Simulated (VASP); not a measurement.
ZnAu, 2 atoms in the cell. The structure is tetragonal, space group P4mm (No. 99). Conventional cell: a = 3.147 Å, b = 3.147 Å, c = 3.147 Å, α = 90.00°, β = 90.00°, γ = 90.00°. Zn (site symmetry 4mm) has 8 Au at 2.53 to 2.96 Å and 6 Zn at 3.15 Å within 3.3 Å. Within 3.3 Å of Au (site symmetry 4mm) lie 8 Zn at 2.53 to 2.96 Å and 6 Au at 3.15 Å.  This cell differs from its parent crystal: all Zn atoms moved +0.375 Å, as atom 1 towards its neighbour atom 1 (Zn) at 3.147 Å.

```yaml
Program: VASP 6.6.1
Task: single point
Functional: PBEsol
Potentials_or_basis: VASP PAW PBE potentials, release 64 (Zn, Au)
Cutoff: 520 eV
k_mesh: 16 × 16 × 16
Occupations: gaussian, width 0.15 eV
Spin: no spin polarisation
Dipole_correction: no
Further_INCAR_settings: ALGO = Normal; EDIFF = 1e-07; NBANDS = 18
```

Potentials or basis: VASP PAW PBE potentials, release 64 (Zn, Au).

Command:

```console
$ cat potpaw_PBE.64/Zn/POTCAR potpaw_PBE.64/Au/POTCAR > POTCAR
$ mpirun -np 1 vasp_std > vasp.out
```

Hardware: 1 thread of Intel(R) Xeon(R) 6975P-C (Granite Rapids), with other jobs on the host.

Task: Estimate the wall time of this run.

Result: Run time: 46 s on 1 thread of Intel(R) Xeon(R) 6975P-C (Granite Rapids), on a shared host, peak memory 0.34 GiB. Counts: scf iterations 13, k points 405.
